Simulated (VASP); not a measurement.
# ZnH20Cl2O10 in VASP: notebook, part 3 of 3

VASP 6.6.1. The steps go on from the part before.

## (5) Single point, PBE

The input, INCAR:

```
SYSTEM = ZnH20Cl2O10
PREC = Accurate ; ENCUT = 520
EDIFF = 1E-6 ; ISMEAR = -1
SIGMA = 0.05 ; LREAL = Auto
LASPH = .TRUE. ; NELM = 120
ALGO = Normal ; ISIF = 2
LWAVE = .FALSE. ; LCHARG = .FALSE.
GGA = PE ; NBANDS = 75
GGA_COMPAT = .FALSE.
```

The input, KPOINTS:

```
Automatic mesh
0
G
  1 1 1
  0 0 0
```

The input, POSCAR:

```
ZnH20Cl2O10
1.0
    6.9062330000      0.0000000000      0.0000000000
    0.0000000000      6.9062330000      0.0000000000
    0.0000000000      0.0000000000      6.9062330000
O H Zn Cl
10 20 1 2
Direct
    0.3460062816      0.3010903339      0.2792115470
    0.8363314704      0.8893270760      0.3754289784
    1.0826307192      0.1427551025      0.5327795920
    0.7937612299      0.1637940683      1.0408568608
    0.4605694595      0.9353579585      0.2274756731
    0.9482883071      0.8043169120      0.9541091359
    0.2484422405      0.6856994254      0.3836679127
    0.7969757174      0.4676355402      0.2846848637
    0.3514651185      0.9515751930      0.8374029663
    0.6010946923      0.2248403725      0.6016593996
    0.4768880517      0.3175102838      0.3317438030
    0.3421257290      0.3348134938      0.1385704768
    0.7105610251      0.9372692755      0.3140206825
    0.8973488152      1.0020947744      0.4441205502
    1.1517566812      0.2271426406      0.4419341195
    1.0691646227      0.2120837800      0.6537862247
    0.8681577931      0.2647897921      0.9790720933
    0.8752962722      0.0460743216      1.0187753584
    0.4210254708      1.0662686880      0.2581291422
    0.4494056311      0.9269452681      0.0837793917
    1.0161690172      0.6761862798      0.9407009581
    0.8060834322      0.7700435245      0.9417290149
    0.3445872736      0.7910680106      0.3181184301
    0.3120224875      0.5556574764      0.3693619952
    0.7231004225      0.5082655045      0.1671243933
    0.8501740384      0.3373474367      0.2534666873
    0.2159208935      0.9180402688      0.8105142123
    0.4266291045      0.8348400640      0.7997413351
    0.5128121220      0.1544112398      0.6897537341
    0.6195128372      0.3393890707      0.6810080112
   -0.0000434390      0.6794442064      0.2668893447
    0.5896991891      0.5885263356      0.9193289598
    0.1266537054      0.4222852024      0.9271045445
```

On the command line:

```console
$ cat potpaw_PBE.64/O/POTCAR potpaw_PBE.64/H/POTCAR potpaw_PBE.64/Zn/POTCAR potpaw_PBE.64/Cl/POTCAR > POTCAR
$ mpirun -np 1 vasp_gam > vasp.out
```

Wall time 75 s (1 thread of AMD EPYC 7R43 (Zen 3), shared host); peak memory 0.34 GiB.

It converged, with:

- Free energy: -153.3565 eV
- Pressure: 1.2 GPa
- Largest force: 1.438 eV/Å
- Band gap on the k mesh: 3.55 eV

Forces on the atoms (eV/Å):
```
O    0.201  0.292 -0.198
O   -1.044  0.717 -0.149
O   -0.426 -0.430 -0.564
O    0.026 -1.329  0.549
O    0.686 -1.197 -0.343
O    0.075  0.201  1.022
O    0.986 -0.290 -0.220
O    0.751  0.345  0.423
O    0.256 -0.273 -0.151
O   -0.585 -0.332  0.228
H    0.246 -0.024  0.279
H   -0.128  0.133  0.249
H    0.928 -0.705  0.460
H    0.249 -0.209 -0.045
H    0.239 -0.122  0.166
H    0.014  0.460  0.409
H    0.499  0.610 -0.608
H   -0.440  0.647  0.137
H   -0.567  0.957  0.281
H   -0.227  0.012 -0.003
H    0.004 -0.157 -0.787
H    0.332 -0.377 -0.320
H   -0.415 -0.285  0.227
H   -0.436  0.560  0.002
H   -0.439 -0.231 -0.482
H   -0.448  0.136 -0.237
H    0.235  0.135  0.053
H   -0.268  0.162  0.188
H    0.051 -0.318 -0.427
H    0.364  0.658  0.071
Zn  -0.788  0.271 -0.205
Cl  -0.008  0.086  0.056
Cl   0.074 -0.104 -0.061
```

Stress tensor (GPa, compression positive):
```
 1.26  0.56 -0.25
 0.56  2.31  0.35
-0.25  0.35 -0.07
```

Levels at points of the mesh, in eV from the valence-band top:
```
           k point  band 50  band 51  band 52  band 53  band 54  band 55  band 56  band 57
(0.00, 0.00, 0.00)    -0.65    -0.60    -0.53     0.00     3.55     6.02     6.63     7.32
```

Caveat: the k points lie up to 0.91 Å⁻¹ apart.

## (6) Single point, PBE

The input, INCAR:

```
SYSTEM = ZnH20Cl2O10
ALGO     = Normal         ! electronic algorithm
EDIFF    = 1E-6           ! SCF threshold, eV
ENCUT    = 520            ! plane-wave cutoff, eV
GGA      = PE             ! functional
GGA_COMPAT= .False.      
ISIF     = 2              ! what is computed and relaxed
ISMEAR   = -1             ! smearing method
LASPH    = .True.         ! aspherical terms in the spheres
LCHARG   = .False.        ! write CHGCAR
LREAL    = Auto         
LWAVE    = .False.        ! write WAVECAR
NBANDS   = 75             ! bands
NELM     = 120            ! most SCF steps
PREC     = Accurate       ! precision mode
SIGMA    = 0.05           ! smearing width, eV
```

The input, KPOINTS:

```
k-points
0
Gamma
  1 1 1
  0 0 0
```

The input, POSCAR:

```
ZnH20Cl2O10
1.0
    6.9062330000      0.0000000000      0.0000000000
    0.0000000000      6.9062330000      0.0000000000
    0.0000000000      0.0000000000      6.9062330000
O H Zn Cl
10 20 1 2
Direct
    0.3671321254      0.3030016508      0.2921853346
    0.8504636319      0.8859243527      0.4055756590
    1.1068841726      0.1267550631      0.5557588341
    0.7712308577      0.1808656036      1.0232785369
    0.5018510091      0.9187208135      0.2112149996
    0.9787245811      0.7906770594      0.9973744008
    0.2484132812      0.6630676955      0.3767900678
    0.7960490183      0.4824482464      0.2658902473
    0.3691158407      0.9444946326      0.8264563330
    0.5875417177      0.2205688687      0.5872810836
    0.4917152375      0.2754613115      0.3580388904
    0.3847538883      0.3333220875      0.1543388414
    0.7171927156      0.9211099597      0.3579085733
    0.9146520252      0.9883390844      0.4930763268
    1.1678435987      0.1753633276      0.4369386321
    1.0738849964      0.2405508184      0.6300829989
    0.8781922070      0.2345996725      0.9505760955
    0.8258626664      0.0672870435      1.0755356791
    0.4494490701      1.0415663648      0.2529019800
    0.4761640680      0.9155642446      0.0720074171
    1.0398577633      0.6833971573      0.9174321225
    0.8377794378      0.7740543941      0.9570629893
    0.3446596719      0.7531167860      0.3141220402
    0.3045944149      0.5280592184      0.3701873366
    0.7187420407      0.5141008130      0.1455786389
    0.8321902838      0.3536660289      0.2277218275
    0.2935319443      1.0209038705      0.7320922998
    0.4017385455      0.8114119521      0.7775005564
    0.5531814522      0.1106536660      0.6655726791
    0.6012394890      0.3377239082      0.6762007595
   -0.0018823576      0.6851057588      0.2622268898
    0.5972286194      0.6020793101      0.9022429449
    0.1447243381      0.4068064312      0.9190828053
```

Potentials or basis: VASP PAW PBE potentials, release 64 (O, H, Zn, Cl).

On the command line:

```console
$ cat potpaw_PBE.64/O/POTCAR potpaw_PBE.64/H/POTCAR potpaw_PBE.64/Zn/POTCAR potpaw_PBE.64/Cl/POTCAR > POTCAR
$ mpirun -np 1 vasp_gam > vasp.out
```

Run time: 78 s. Hardware: 1 thread of AMD EPYC 7R43 (Zen 3), shared host; peak memory 0.33 GiB.

Results (log left out):

| Quantity | Value |
| --- | --- |
| Free energy | -153.4180 eV |
| Pressure | 2.0 GPa |
| Largest force | 2.004 eV/Å |
| Band gap on the k mesh | 3.52 eV |

Forces in eV/Å, atoms in the order of the input:
```
O   -0.096 -0.089 -0.035
O   -0.381  0.836  0.559
O   -0.171 -0.783 -0.581
O   -1.037  0.780  0.102
O    0.042 -0.734  0.916
O   -0.665 -0.018 -0.787
O    0.642 -0.090  0.233
O   -0.426  0.955  0.363
O    0.443 -0.357 -0.445
O    0.787  1.841 -0.068
H    0.024  0.374  0.517
H   -0.118  0.020 -0.231
H    0.811 -0.236  0.230
H   -0.317 -0.567 -0.889
H    0.224  0.140  0.004
H   -0.016  0.720  0.800
H    0.761  0.654 -0.501
H    0.603 -1.556  0.550
H   -0.435  0.671  0.004
H   -0.078  0.001 -0.763
H    0.161  0.181  0.368
H    0.360 -0.184  0.045
H    0.110 -0.078 -0.012
H   -0.113  0.198 -0.210
H   -0.312  0.367 -0.093
H    0.451 -1.339 -0.328
H   -0.261 -0.512  0.194
H   -0.351  0.981  0.261
H   -0.263 -0.466  0.952
H   -0.231 -1.303 -0.658
Zn  -0.308 -0.086  0.015
Cl   0.297 -0.148 -0.197
Cl  -0.136 -0.174 -0.315
```

Stress tensor (GPa, compression positive):
```
 2.23 -0.73 -0.59
-0.73  3.04 -1.00
-0.59 -1.00  0.80
```

Levels at points of the mesh, in eV from the valence-band top:
```csv
k point,band 49,band 50,band 51,band 52,band 53,band 54,band 55,band 56,band 57,band 58
"(0.00, 0.00, 0.00)",-0.86,-0.73,-0.57,-0.52,0.00,3.52,6.35,6.78,6.95,7.19
```

Caveat: the k points lie up to 0.91 Å⁻¹ apart.

## (7) Single point, PBE

The input, INCAR:

```
SYSTEM = ZnH20Cl2O10
PREC = Accurate ; ENCUT = 520
EDIFF = 1E-6 ; ISMEAR = -1
SIGMA = 0.05 ; LREAL = Auto
LASPH = .True. ; NELM = 120
ALGO = Normal ; ISIF = 2
LWAVE = .False. ; LCHARG = .True.
GGA = PE ; LELF = .True.
LVHAR = .True. ; NBANDS = 75
GGA_COMPAT = .False.
```

The input, KPOINTS:

```
regular mesh
0
Gamma
  1 1 1
  0 0 0
```

The input, POSCAR:

```
ZnH20Cl2O10
1.0
    6.9062330000      0.0000000000      0.0000000000
    0.0000000000      6.9062330000      0.0000000000
    0.0000000000      0.0000000000      6.9062330000
O H Zn Cl
10 20 1 2
Direct
    0.3705348487      0.3012640900      0.3290071447
    0.8756437844      0.8707786140      0.4281929092
    1.1116479852      0.1316636725      0.5529208180
    0.8070101313      0.1946647326      1.0167047651
    0.5012718221      0.9005198637      0.2374956072
    0.9700222972      0.7874336125      0.9842702961
    0.2460820537      0.6441572417      0.3666398165
    0.7772544019      0.4928591317      0.2684531495
    0.3924715543      0.9489833314      0.7751114102
    0.5826620677      0.1962574967      0.5818801654
    0.4865894331      0.2456476635      0.4130326909
    0.3794688074      0.3227953647      0.1852095057
    0.7478896238      0.9136529277      0.3873023108
    0.9471878519      0.9891499461      0.4844754007
    1.1784282401      0.1842248879      0.4393277783
    1.0939393444      0.2354394936      0.6484577048
    0.9017795953      0.2634142231      0.9351842024
    0.8218807561      0.0553847517      0.9788548982
    0.4134236421      1.0099137982      0.2419698264
    0.5079614314      0.8795388166      0.0917576919
    1.0479953399      0.6976451562      0.9012438474
    0.8284255686      0.7374642587      0.9387462022
    0.3384913309      0.7309918446      0.2947482368
    0.2954577409      0.5099885857      0.3610796218
    0.6811093689      0.5205587474      0.1707587914
    0.8000454083      0.3557945410      0.2394503632
    0.2652965806      0.9732947035      0.7025103265
    0.4339702990      0.8098191880      0.7862462793
    0.5060356348      0.1036744633      0.6775184098
    0.6164431464      0.3175826822      0.6667455326
    0.0019981950      0.6725953208      0.2554938416
    0.6107236753      0.6039616677      0.8812763774
    0.1697741736      0.3929783429      0.9007515385
```

Potentials or basis: VASP PAW PBE potentials, release 64 (O, H, Zn, Cl).

On the command line:

```console
$ cat potpaw_PBE.64/O/POTCAR potpaw_PBE.64/H/POTCAR potpaw_PBE.64/Zn/POTCAR potpaw_PBE.64/Cl/POTCAR > POTCAR
$ mpirun -np 1 vasp_gam > vasp.out
```

OUTCAR:

```text
SYSTEM = ZnH20Cl2O10
   PREC = Accurate
   ENCUT = 520
   EDIFF = 1E-6
   ISMEAR = -1
   LREAL = Auto
   LASPH = .True.
   NELM = 120
   ISIF = 2
   GGA = PE

 ion  position               nearest neighbor table
   1  0.371  0.301  0.329-  12 1.01  11 1.06
   2  0.876  0.871  0.428-  13 0.97  14 1.03  31 2.01
   3  0.112  0.132  0.553-  15 0.98  16 0.98
   4  0.807  0.195  0.017-  17 0.99  18 1.00
   5  0.501  0.901  0.237-  19 0.97  20 1.02
   6  0.970  0.787  0.984-  21 1.00  22 1.08  31 2.05
   7  0.246  0.644  0.367-  24 0.99  23 1.01  31 1.86
   8  0.777  0.493  0.268-  25 0.97  26 0.98  31 1.99
   9  0.392  0.949  0.775-  28 1.01  27 1.03
  10  0.583  0.196  0.582-  30 1.05  29 1.06  11 1.38
  11  0.487  0.246  0.413-   1 1.06  10 1.38
  12  0.379  0.323  0.185-   1 1.01
  13  0.748  0.914  0.387-   2 0.97
  14  0.947  0.989  0.484-   2 1.03
  15  0.178  0.184  0.439-   3 0.98
  16  0.094  0.235  0.648-   3 0.98
  17  0.902  0.263  0.935-   4 0.99
[... 11 lines left out ...]
  29  0.506  0.104  0.678-  10 1.06
[... 229 lines left out ...]
 cond. band min:       1.9922318138   @ k =   0.0000   0.0000   0.0000
 fundamental gap:      3.6523814868
 Fermi energy:        -0.3899720606

 k-point     1 :       0.0000    0.0000    0.0000
  band No.  band energies     occupation
      1     -22.3867      2.00000
      2     -22.2448      2.00000
      3     -21.8081      2.00000
      4     -21.6153      2.00000
      5     -21.2488      2.00000
      6     -21.1193      2.00000
[... 57 lines left out ...]
     64       6.9955      0.00000
     65       7.1525      0.00000
 [bands above 65 left out]

------------------------ aborting loop because EDIFF is reached ----------------------------------------

  FORCE on cell =-STRESS in cart. coord.  units (eV):
  Direction    XX          YY          ZZ          XY          YZ          ZX
  --------------------------------------------------------------------------------------
  -------------------------------------------------------------------------------------
  Total        6.7291418      2.7228495     -2.8791697     -0.9872062     -2.3787235     -0.8169069
  in kB       32.7300437     13.2437369    -14.0040666     -4.8016974    -11.5699334     -3.9733741
  external PRESSURE =      10.6565713 kB  Pullay stress =       0.0000000 kB

 VOLUME and BASIS-vectors are now :
 -----------------------------------------------------------------------------
  energy-cutoff  :      520.00
  volume of cell :      329.40
      direct lattice vectors                 reciprocal lattice vectors
     6.906233000  0.000000000  0.000000000     0.144796737  0.000000000  0.000000000
     0.000000000  6.906233000  0.000000000     0.000000000  0.144796737  0.000000000
     0.000000000  0.000000000  6.906233000     0.000000000  0.000000000  0.144796737

 POSITION                                       TOTAL-FORCE (eV/Angst)
 -----------------------------------------------------------------------------------
      2.55900      2.08060      2.27220        -0.699525      0.080405     -1.968414
      6.04740      6.01380      2.95720         0.365389      0.486515      0.275744
      0.77107      0.90930      3.81860        -0.810765     -1.021121     -0.035927
      5.57340      1.34440      0.11537        -0.481903     -1.479038     -0.098907
      3.46190      6.21920      1.64020        -0.123157     -0.689927     -1.888123
      6.69920      5.43820      6.79760        -0.874883     -0.642049     -0.525216
[... 25 lines left out ...]
      4.21780      4.17110      6.08630        -0.071686      0.016691     -0.018711
      1.17250      2.71400      6.22080        -0.044228      0.324026     -0.021870
 -----------------------------------------------------------------------------------
    total drift:                               -0.006501     -0.000621      0.008363

  FREE ENERGIE OF THE ION-ELECTRON SYSTEM (eV)
  ---------------------------------------------------
  free  energy   TOTEN  =      -153.2739550553 eV

  energy  without entropy=     -153.2739550552  energy(sigma->0) =     -153.27395506
```

It took 89 s on 1 thread of AMD EPYC 7R43 (Zen 3), shared host; peak memory 0.34 GiB.

What came out:

```yaml
Free_energy: -153.2740 eV
Pressure: 1.1 GPa
Largest_force: 2.759 eV/Å
Band_gap_on_the_k_mesh: 3.65 eV
```

Forces on the atoms (eV/Å):
```
O   -0.700  0.080 -1.968
O    0.365  0.487  0.276
O   -0.811 -1.021 -0.036
O   -0.482 -1.479 -0.099
O   -0.123 -0.690 -1.888
O   -0.875 -0.642 -0.525
O    0.041  1.231  0.099
O    0.576 -0.422  1.141
O   -1.306  0.157 -0.217
O    0.824  1.453  2.195
H    0.014  0.488  0.444
H    0.149 -0.504  0.868
H   -0.381  0.044 -0.080
H   -0.083 -0.561 -0.250
H    0.508  0.499 -0.115
H    0.227  0.403  0.385
H    0.342  0.102  0.199
H    0.139  1.207  0.445
H   -0.143  0.770  0.313
H    0.182 -0.030  1.233
H    0.122  0.121  0.345
H    0.938  0.234  0.339
H    0.382 -0.066  0.476
H    0.667 -1.100  0.159
H   -0.689  0.633 -1.055
H    0.388 -0.527 -0.254
H    1.258 -0.489  0.725
H   -0.286  0.538 -0.427
H    0.664  0.267 -0.747
H   -0.636 -1.902 -1.424
Zn  -1.156  0.381 -0.516
Cl  -0.072  0.017 -0.019
Cl  -0.044  0.324 -0.022
```

Caveat: the k points lie up to 0.91 Å⁻¹ apart.
